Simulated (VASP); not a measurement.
Ca, 1 atom in the cell. The structure is tetragonal, space group I4/mmm (No. 139). Conventional cell: a = 4.396 Å, b = 4.396 Å, c = 4.093 Å, α = 90.00°, β = 90.00°, γ = 90.00°. Ca (site symmetry 4/mmm) has 14 Ca at 3.72 to 4.40 Å within 4.9 Å. 

- Program: VASP 6.6.1
- Task: relaxation of shape and atoms at fixed volume
- Functional: PBE
- Potentials or basis: VASP PAW PBE potentials, release 64 (Ca_sv)
- Cutoff: 600 eV
- k mesh: 18 × 18 × 18
- Occupations: gaussian, width 0.1 eV
- Spin: no spin polarisation
- Dipole correction: no
- Further INCAR settings: ALGO = Fast; EDIFF = 1e-06; IBRION = 2; EDIFFG = -0.01; NSW = 50; ISIF = 4

Potentials or basis: VASP PAW PBE potentials, release 64 (Ca_sv).

Launch:

```bash
$ cat potpaw_PBE.64/Ca_sv/POTCAR > POTCAR
$ mpirun -np 1 vasp_std > vasp.out
```

Hardware: 1 thread of Intel(R) Xeon(R) Platinum 8259CL CPU @ 2.50GHz (Skylake/Cascade Lake) (shared host).

Question: Estimate the wall time of this run.

Answer: It took 3.3 min on 1 thread of Intel(R) Xeon(R) Platinum 8259CL CPU @ 2.50GHz (Skylake/Cascade Lake) (shared host), peak memory 0.35 GiB. Counts: scf iterations 14, k points 480, ion steps 1.
